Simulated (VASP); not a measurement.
A run of VASP 6.6.1 is set up as follows.

INCAR

```
SYSTEM = PbF2
PREC = Accurate
ENCUT = 600
EDIFF = 1E-6
ISMEAR = -1
SIGMA = 0.05
LREAL = .False.
LASPH = .True.
NELM = 120
ALGO = Normal
ISIF = 2
LWAVE = .False.
LCHARG = .False.
NBANDS = 21
GGA_COMPAT = .False.
```

Contents of KPOINTS:

```
Automatic mesh
0
Gamma
  7 7 7
  0 0 0
```

File POSCAR:

```
PbF2
1.0
    0.0000000000      2.9031601670      2.9031601670
    2.9031601670      0.0000000000      2.9031601670
    2.9031601670      2.9031601670      0.0000000000
Pb F
1 2
Direct
    0.0000000000      0.0000000000      0.0000000000
    0.7500000000      0.7500000000      0.7500000000
    0.2500000000      0.2500000000      0.2500000000
```

Potentials or basis: VASP PAW LDA potentials, release 64 (Pb_d, F).

Launch:

```bash
$ cat potpaw_LDA.64/Pb_d/POTCAR potpaw_LDA.64/F/POTCAR > POTCAR
$ mpirun -np 1 vasp_std > vasp.out
```

Question: What does it give for the band gap on the k mesh?

Answer: 4.23 eV, indirect (least direct gap 4.47 eV).

Question: Predict the pressure.

Answer: 0.2 GPa.

Caveat: spin-orbit coupling is left out, which moves the levels of the heavy elements. A k mesh can miss the band edges.
